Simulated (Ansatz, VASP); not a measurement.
One calculation of Cu3GeS4, two programs

File INCAR:

```
PREC     = Accurate       # precision mode
ENCUT    = 520            # plane-wave cutoff, eV
EDIFF    = 1E-7           # SCF threshold, eV
ISMEAR   = -1             # smearing method
SIGMA    = 0.1            # smearing width, eV
LREAL    = F              # projectors in reciprocal space
LASPH    = T              # aspherical terms in the spheres
NELM     = 150            # most SCF steps
ALGO     = Normal         # electronic algorithm
ISIF     = 2              # what is computed and relaxed
LWAVE    = F              # write WAVECAR
LCHARG   = F              # write CHGCAR
LMAXMIX  = 4              # l up to which the mixer works
LDAU     = T              # DFT+U
LDAUTYPE = 2            
LDAUL    = -1 2 -1        # shell
LDAUU    = 0 4 0          # U, eV
LDAUJ    = 0 0 0        
LDAUPRINT= 1            
GGA      = PE             # functional
NBANDS   = 46             # bands
```

File KPOINTS:

```
regular mesh
0
Gamma
  4 4 4
```

File POSCAR:

```
Cu3GeS4
1.0
    5.3752620000      0.0000000000      0.0000000000
    0.0000000000      5.3752620000      0.0000000000
    0.0000000000      0.0000000000      5.3752620000
Ge Cu S
1 3 4
Direct
    0.0000000000      0.0000000000      0.0000000000
    0.5000000000      0.0000000000      0.0000000000
    0.0000000000      0.5000000000      0.0000000000
    0.0000000000      0.0000000000      0.5000000000
    0.2350000000      0.2350000000      0.2350000000
    0.2350000000      0.7650000000      0.7650000000
    0.7650000000      0.7650000000      0.2350000000
    0.7650000000      0.2350000000      0.7650000000
```

Input for Ansatz:

```yaml
crystal:
  lattice:
    - [5.375262, 0.0, 0.0]
    - [0.0, 5.375262, 0.0]
    - [0.0, 0.0, 5.375262]
  atoms:
    - { symbol: Ge, position: [0.0, 0.0, 0.0] }
    - { symbol: Cu, position: [0.5, 0.0, 0.0] }
    - { symbol: Cu, position: [0.0, 0.5, 0.0] }
    - { symbol: Cu, position: [0.0, 0.0, 0.5] }
    - { symbol: S, position: [0.235, 0.235, 0.235] }
    - { symbol: S, position: [0.235, 0.765, 0.765] }
    - { symbol: S, position: [0.765, 0.765, 0.235] }
    - { symbol: S, position: [0.765, 0.235, 0.765] }
  symmetry: { tolerance: 0.0003 }
kpoints:
  mp_grid: { grid: [4, 4, 4], shift: [0, 0, 0] }
magnetization:
  spin_polarized: false
scf:
  occupations: { method: fermi_dirac }
  algorithm: density_mixing
hamiltonian:
  pseudopotentials: { kind: paw }
  xc: pbe
  hubbard: { sites: [{ species: Cu, l: d, u_eff: 4.0 }], double_counting: fll }
basis:
  ecutwfc: 420
output:
  forces: true
  stress: true
  eigenvalues: true
```

Alike in both runs: task single point; functional PBE; k mesh 4 × 4 × 4; no spin polarisation; Hubbard terms Cu d U = 4.0 eV.

|  | VASP | Ansatz |
| --- | --- | --- |
| version | VASP 6.6.1 | Ansatz 0.2.0 |
| potentials or method | VASP PAW PBE potentials, release 64 (Ge_d, Cu, S), cutoff 520 eV | PAW plane waves |
| occupations | fermi-dirac, width 0.1 eV | fermi-dirac |
| valence electrons in the cell | 71 | 95 |

Ansatz gave:

| Quantity | Value |
| --- | --- |
| gap on the k mesh at the Fermi level (eV) | none |
| pressure (GPa) | 10.0 |
| rms of the force components (eV/Å) | 0.562 |

**Question.** What did VASP give for the same quantities?

**Answer.** gap on the k mesh at the Fermi level (eV): none; pressure (GPa): 8.8; rms of the force components (eV/Å): 0.517.

The programs project onto different local orbitals, so the same U acts differently, and such runs can settle in different states. Atom by atom the forces differ by 0.045 eV/Å (rms over components). A gap of «none» marks a metal or a gap that the smearing closes. VASP's potentials hold 71 valence electrons a cell and Ansatz's 95, so a difference there can come from the potentials and not from the codes. Ansatz's warnings: filled band counts differ across k points.
